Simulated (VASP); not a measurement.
Write the native input for VASP 6.6.1 that does the following.

```
Task                   : single point
Functional             : PBEsol
Potentials or basis    : VASP PAW PBE potentials, release 64 (Al, Ni)
Cutoff                 : 520 eV
k mesh                 : 8 × 8 × 10
Occupations            : gaussian, width 0.15 eV
Spin                   : no spin polarisation
Dipole correction      : no
Further INCAR settings : ALGO = Fast; EDIFF = 1e-06; NBANDS = 40
```

The structure of Al3Ni5 lies in POSCAR:

```
Al3Ni5
1.0
    3.2933322760     -3.8857643209      0.0000000000
    3.2933322760      3.8857643209      0.0000000000
    0.0000000000      0.0000000000      3.7203545651
Al Ni
3 5
Direct
    0.5000000000      0.5000000000      0.0000000000
    0.7796888787      0.2203111213      0.5000000000
    0.2203111213      0.7796888787      0.5000000000
    0.0000000000      0.0000000000      0.0000000000
    0.0000000000      0.5000000000      0.0000000000
    0.5000000000      0.0000000000      0.0000000000
    0.2762373066      0.2762373066      0.5000000000
    0.7237626934      0.7237626934      0.5000000000
```

This cell differs from its parent crystal: strain +0.0525 x Voigt [0, 1, 0, 0, 0, 0].

The input as run:

INCAR

```
  PREC = Accurate
  ENCUT = 520
  EDIFF = 1E-6
  ISMEAR = 0
  SIGMA = 0.15
  LREAL = False
  LASPH = True
  NELM = 60
  ALGO = Fast
  ISIF = 2
  LWAVE = False
  LCHARG = False
  GGA = PS
  NBANDS = 40
```

KPOINTS

```
Automatic mesh
0
Gamma
  8 8 10
```

Potentials or basis: VASP PAW PBE potentials, release 64 (Al, Ni).

Run with:

```sh
$ cat potpaw_PBE.64/Al/POTCAR potpaw_PBE.64/Ni/POTCAR > POTCAR
$ mpirun -np 1 vasp_std > vasp.out
```

It gave:

```json
{"Pressure": "-8.0 GPa", "Largest force": "0.109 eV/Å", "Band gap on the k mesh": "zero (an odd number of electrons rules out a gap without spin polarisation)"}
```

Caveat: the cell differs from its parent crystal (strain +0.0525 x Voigt [0, 1, 0, 0, 0, 0]); the cell stands under tension; the PAW data sets were made with another functional, which shifts forces and pressure a little.

Run time: 10 min on 1 thread of Intel Xeon 8259CL, on a shared host, peak memory 0.47 GiB.
